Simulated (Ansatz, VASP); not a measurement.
# One calculation of SnSe, two programs

```
CELL_PARAMETERS angstrom
2.12367 -5.90403 0.00000
2.12367 5.90403 0.00000
0.00000 0.00000 4.22886
ATOMIC_POSITIONS crystal
Sn 0.87410 0.12590 0.25000
Sn 0.12590 0.87410 0.75000
Se 0.64510 0.35490 0.25000
Se 0.35490 0.64510 0.75000
```

Alike in both runs: task single point; functional PBE; k mesh 6 × 6 × 6; occupations fermi-dirac, width 0.02 eV; no spin polarisation.

|  | VASP | Ansatz |
| --- | --- | --- |
| version | VASP 6.6.1 | Ansatz 0.2.0 |
| potentials or method | VASP PAW PBE potentials, release 64 (Sn_d, Se) | plane waves, PAW |
| plane-wave cutoff (eV) | 520 | 420 |
| valence electrons in the cell | 40 | 60 |

|  | VASP | Ansatz | Ansatz less VASP |
| --- | --- | --- | --- |
| pressure (GPa) | 2.1 | 2.0 | -0.03 |
| traceless stress, the component that is largest in VASP (GPa) | 0.32 | 0.29 | -0.030 |
| rms of the force components (eV/Å) | 0.112 | 0.105 | -0.0073 |

Atom by atom the forces differ by 0.007 eV/Å (rms over components). VASP's potentials hold 40 valence electrons a cell and Ansatz's 60, so a difference there can come from the potentials and not from the codes.
